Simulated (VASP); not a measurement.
# GaH6 (Pm-3m) in VASP: further runs, part 2 of 2

VASP 6.6.1. The steps go on from the part before.

**3. Single point, PBE**

This run uses another cell than the first one, of 15.45 Å³/atom.

File INCAR:

```
SYSTEM = GaH6
PREC = Accurate
ENCUT = 520
EDIFF = 1E-7
ISMEAR = 0
SIGMA = 0.1
LREAL = .False.
LASPH = .True.
NELM = 100
ALGO = Normal
ISIF = 2
LWAVE = .False.
LCHARG = .False.
GGA = PE
NBANDS = 18
```

File KPOINTS:

```
Automatic mesh
0
Gamma
  4 4 4
  0 0 0
```

File POSCAR:

```
GaH6
1.0
    4.7642336133      0.0000000000      0.0000000000
    0.0000000000      4.7642336133      0.0000000000
    0.0000000000      0.0000000000      4.7642336133
Ga H
1 6
Direct
    0.0000000000      0.0000000000      0.0000000000
    0.0789928699      0.5000000000      0.5000000000
    0.5000000000      0.0789928699      0.5000000000
    0.9210071301      0.5000000000      0.5000000000
    0.5000000000      0.9210071301      0.5000000000
    0.5000000000      0.5000000000      0.0789928699
    0.5000000000      0.5000000000      0.9210071301
```

Potentials or basis: VASP PAW PBE potentials, release 64 (Ga_d, H).

Run with:

```sh
cat potpaw_PBE.64/Ga_d/POTCAR potpaw_PBE.64/H/POTCAR > POTCAR
mpirun -np 1 vasp_std > vasp.out
```

OUTCAR:

```text
SYSTEM = GaH6
   PREC = Accurate
   ENCUT = 520
   EDIFF = 1E-7
   ISMEAR = 0
   LREAL = .False.
   LASPH = .True.
   NELM = 100
   ISIF = 2
   GGA = PE

 ion  position               nearest neighbor table
   1  0.000  0.000  0.000-
   2  0.079  0.500  0.500-   4 0.75
   3  0.500  0.079  0.500-   5 0.75
   4  0.921  0.500  0.500-   2 0.75
   5  0.500  0.921  0.500-   3 0.75
   6  0.500  0.500  0.079-   7 0.75
   7  0.500  0.500  0.921-   6 0.75

  LATTYP: Found a simple cubic cell.
 ALAT       =     4.7642336133

  Lattice vectors:

 A1 = (   4.7642336133,   0.0000000000,   0.0000000000)
 A2 = (   0.0000000000,   4.7642336133,   0.0000000000)
 A3 = (   0.0000000000,   0.0000000000,   4.7642336133)

Analysis of symmetry for initial positions (statically):
=====================================================================
 Subroutine PRICEL returns:
 Original cell was already a primitive cell.

 Routine SETGRP: Setting up the symmetry group for a
 simple cubic supercell.

 Subroutine GETGRP returns: Found 48 space group operations
 (whereof 48 operations were pure point group operations)
 out of a pool of 48 trial point group operations.

The static configuration has the point symmetry O_h .

Analysis of symmetry for dynamics (positions and initial velocities):
=====================================================================
 Subroutine PRICEL returns:
 Original cell was already a primitive cell.

 Routine SETGRP: Setting up the symmetry group for a
 simple cubic supercell.

 Subroutine GETGRP returns: Found 48 space group operations
 (whereof 48 operations were pure point group operations)
 out of a pool of 48 trial point group operations.

The dynamic configuration has the point symmetry O_h .

 Subroutine INISYM returns: Found 48 space group operations
 (whereof 48 operations are pure point group operations),
[... 114 lines left out ...]
  Thomas-Fermi vector in A             =   2.041834
   LORBIT       =      0    0 simple, 1 ext, 2 COOP (PROOUT), +10 PAW based schemes
   GGA     = PE    functional components
   LHFCALC =     F    Hartree Fock is set to
   AEXX    =    0.0000 exact exchange contribution
   IVDW    =     0    specifies the selected vdW correction
   LEPSILON=     F    determine dielectric tensor
   LRPA    =     F    only Hartree local field effects (RPA)
 non-spin polarized calculation
 Gauss-broadening in eV      SIGMA  =   0.10
  energy-cutoff  :      520.00
  volume of cell :      108.14
 maximum number of plane-waves:      2945
 NGX is ok and might be reduce to    36
   NGX = 17   NGY = 17   NGZ = 17

 number of electron      18.9999987 magnetization

 Free energy of the ion-electron system (eV)
  ---------------------------------------------------
  ext. energy  EPLUGINS =         0.00000000
  ---------------------------------------------------
  free energy    TOTEN  =       -20.78177567 eV

  energy without entropy =      -20.75737454  energy(sigma->0) =      -20.76957511

 E-fermi :   0.3090     XC(G=0):  -6.3592

 val. band max:        0.2524712394   @ k =   0.5000   0.2500   0.2500
 cond. band min:       0.3193379082   @ k =   0.5000   0.2500   0.2500
 fundamental gap:      0.0668666689
 Fermi energy:         0.3090079284

 k-point     1 :       0.0000    0.0000    0.0000
  band No.  band energies     occupation
      1     -15.9623      2.00000
      2     -15.9623      2.00000
      3     -15.9604      2.00000
      4     -15.9604      2.00000
      5     -15.9604      2.00000
      6      -9.1973      2.00000
[... 187 lines left out ...]
      5     -15.9577      2.00000
      6      -7.8476      2.00000
[... 10 lines left out ...]
     17       8.3826      0.00000
     18       8.3826      0.00000

------------------------ aborting loop because EDIFF is reached ----------------------------------------

  FORCE on cell =-STRESS in cart. coord.  units (eV):
  Direction    XX          YY          ZZ          XY          YZ          ZX
  --------------------------------------------------------------------------------------
  -------------------------------------------------------------------------------------
  Total       -0.0146082     -0.0146082     -0.0146082      0.0000000      0.0000000     -0.0000000
  in kB       -0.2164359     -0.2164359     -0.2164359      0.0000000      0.0000000     -0.0000000
  external PRESSURE =      -0.2164359 kB  Pullay stress =       0.0000000 kB

 VOLUME and BASIS-vectors are now :
 -----------------------------------------------------------------------------
  energy-cutoff  :      520.00
  volume of cell :      108.14
      direct lattice vectors                 reciprocal lattice vectors
     4.764233613  0.000000000  0.000000000     0.209897348  0.000000000  0.000000000
     0.000000000  4.764233613  0.000000000     0.000000000  0.209897348  0.000000000
     0.000000000  0.000000000  4.764233613     0.000000000  0.000000000  0.209897348

 POSITION                                       TOTAL-FORCE (eV/Angst)
 -----------------------------------------------------------------------------------
      0.00000      0.00000      0.00000         0.000000      0.000000      0.000000
      0.37634      2.38212      2.38212        -0.049122      0.000000      0.000000
      2.38212      0.37634      2.38212         0.000000     -0.049122      0.000000
      4.38789      2.38212      2.38212         0.049122      0.000000     -0.000000
      2.38212      4.38789      2.38212         0.000000      0.049122     -0.000000
      2.38212      2.38212      0.37634         0.000000      0.000000     -0.049122
      2.38212      2.38212      4.38789         0.000000      0.000000      0.049122
 -----------------------------------------------------------------------------------
    total drift:                                0.000000      0.000000      0.000000

  FREE ENERGIE OF THE ION-ELECTRON SYSTEM (eV)
  ---------------------------------------------------
  free  energy   TOTEN  =       -20.7817756750 eV

  energy  without entropy=      -20.7573745365  energy(sigma->0) =      -20.76957511
```

OSZICAR:

```text
N       E                     dE             d eps       ncg     rms          rms(c)
DAV:   1     0.681123496148E+02    0.68112E+02   -0.83764E+03   370   0.104E+03
DAV:   2    -0.134380200110E+02   -0.81550E+02   -0.78946E+02   412   0.248E+02
DAV:   3    -0.224172809423E+02   -0.89793E+01   -0.89318E+01   442   0.697E+01
DAV:   4    -0.226063172122E+02   -0.18904E+00   -0.18860E+00   432   0.108E+01
DAV:   5    -0.226095071545E+02   -0.31899E-02   -0.31893E-02   422   0.135E+00    0.760E+00
DAV:   6    -0.213050407695E+02    0.13045E+01   -0.75984E-01   396   0.324E+00    0.408E+00
DAV:   7    -0.207679487520E+02    0.53709E+00   -0.95162E-01   382   0.396E+00    0.385E-01
DAV:   8    -0.207781914056E+02   -0.10243E-01   -0.58415E-02   380   0.108E+00    0.237E-01
DAV:   9    -0.207816146369E+02   -0.34232E-02   -0.60806E-03   386   0.442E-01    0.107E-01
DAV:  10    -0.207816195569E+02   -0.49200E-05   -0.68091E-04   374   0.197E-01    0.228E-02
DAV:  11    -0.207817650212E+02   -0.14546E-03   -0.13825E-04   388   0.965E-02    0.240E-02
DAV:  12    -0.207817742482E+02   -0.92271E-05   -0.41374E-05   392   0.586E-02    0.354E-03
DAV:  13    -0.207817753208E+02   -0.10726E-05   -0.52411E-06   396   0.141E-02    0.140E-03
DAV:  14    -0.207817756520E+02   -0.33116E-06   -0.23362E-07   398   0.308E-03    0.105E-03
DAV:  15    -0.207817756750E+02   -0.23007E-07   -0.56463E-08   274   0.189E-03
   1 F= -.20781776E+02 E0= -.20769575E+02  d E =-.244011E-01
```

Wall time 28 s (1 thread of Intel Xeon 8259CL, shared host); peak memory 0.2 GiB.

What came out:

```
Free energy            : -20.7818 eV
Pressure               : 0.0 GPa
Largest force          : 0.049 eV/Å
Band gap on the k mesh : zero (an odd number of electrons rules out a gap without spin polarisation)
```

Forces in eV/Å, atoms in the order of the input:
```
Ga   0.000  0.000  0.000
H   -0.049  0.000  0.000
H    0.000 -0.049  0.000
H    0.049  0.000  0.000
H    0.000  0.049  0.000
H    0.000  0.000 -0.049
H    0.000  0.000  0.049
```

**4. Relaxation of cell and atoms, PBE**

File INCAR:

```
ALGO     = Normal         # electronic algorithm
EDIFF    = 1E-6           # SCF threshold, eV
EDIFFG   = -0.04          # ionic threshold
ENCUT    = 600            # plane-wave cutoff, eV
GGA      = PE             # functional
IBRION   = 2              # ionic algorithm
ISIF     = 3              # what is computed and relaxed
ISMEAR   = 0              # smearing method
LASPH    = T              # aspherical terms in the spheres
LCHARG   = F              # write CHGCAR
LREAL    = F              # projectors in reciprocal space
LWAVE    = F              # write WAVECAR
NELM     = 60             # most SCF steps
NSW      = 90             # ionic steps
PREC     = Accurate       # precision mode
SIGMA    = 0.1            # smearing width, eV
```

File KPOINTS:

```
k-points
0
Gamma
  4 4 4
```

File POSCAR:

```
GaH6
1.0
    3.9250345000      0.0000000000      0.0000000000
    0.0000000000      3.9250345000      0.0000000000
    0.0000000000      0.0000000000      3.9250345000
Ga H
1 6
Direct
    0.0000000000      0.0000000000      0.0000000000
    0.1975000100      0.5000000000      0.5000000000
    0.5000000000      0.1975000100      0.5000000000
    0.8024999900      0.5000000000      0.5000000000
    0.5000000000      0.8024999900      0.5000000000
    0.5000000000      0.5000000000      0.1975000100
    0.5000000000      0.5000000000      0.8024999900
```

Run with:

```sh
cat potpaw_PBE.64/Ga_d/POTCAR potpaw_PBE.64/H/POTCAR > POTCAR
mpirun -np 1 vasp_std > vasp.out
```

Run time: 3 min. Hardware: 1 thread of Intel Xeon 8259CL, shared host; peak memory 0.19 GiB.

It converged, with:

```yaml
Free_energy: -20.7161 eV
Relaxed_volume: 13.36 Å³/atom
Relaxed_cell: a = 4.539 Å, b = 4.539 Å, c = 4.539 Å, α = 90.00°, β = 90.00°, γ = 90.00°
Space_group_after_relaxing_to_0.1_Å: Pm-3m (No. 221)
Pressure_after_relaxing: 0.0 GPa
```

Final structure:
```xyz
7
Lattice="4.5386 0.0000 0.0000 0.0000 4.5386 0.0000 0.0000 0.0000 4.5386" Properties=species:S:1:pos:R:3 pbc="T T T"
Ga    4.5386    0.0000    0.0000
H     0.3778    2.2693    2.2693
H     2.2693    0.3778    2.2693
H     4.1608    2.2693    2.2693
H     2.2693    4.1608    2.2693
H     2.2693    2.2693    0.3778
H     2.2693    2.2693    4.1608
```

Levels at points of the mesh, in eV from the Fermi level:
| k point | band 7 | band 8 | band 9 | band 10 | band 11 | band 12 |
| --- | --- | --- | --- | --- | --- | --- |
| (0.00, 0.00, 0.00) | -7.70 | -7.70 | -5.27 | 0.47 | 0.47 | 0.47 |
| (0.50, 0.00, 0.00) | -8.74 | -7.66 | -5.62 | 0.87 | 1.35 | 1.35 |
| (0.50, 0.50, 0.00) | -8.39 | -8.38 | -6.06 | 0.13 | 0.13 | 1.46 |
| (0.50, 0.50, 0.50) | -8.26 | -8.26 | -5.65 | -0.81 | -0.81 | -0.81 |

Caveat: the k points lie up to 0.35 Å⁻¹ apart in the final cell; the volume moved by over 15 % at a fixed basis, so the end points are rough; the highest band is partly filled, so the run has too few bands.

**5. Overview**

```tsv
task	cell	cutoff (eV)	gap on the mesh (eV)	pressure (GPa)	largest force (eV/Å)
single point	a = 3.925 Å, 7 atoms, atomic positions A	520	none	-10.3	1.38
single point	a = 4.764 Å, 7 atoms, atomic positions B	520	none	0.0	0.05
relaxation of cell and atoms	relaxed from a = 3.925 Å, 7 atoms, atomic positions A	600	-	0.0	-
```

Alike in all rows: level PBE; potentials or basis VASP PAW PBE potentials, release 64 (Ga_d, H); no spin polarisation; k mesh 4 × 4 × 4; smearing gaussian 0.1 eV.

Caveats: some runs use coarse meshes; forces of over 1 eV/Å act on the atoms, so gaps and moduli don't describe the material at rest (at least some runs); the volume moved by over 15 % at a fixed basis, so the end points are rough (at least some runs); the highest band is partly filled, so the run has too few bands (at least some runs).

Total energies depend on the potentials used, so only differences within one code and one set of settings carry meaning.
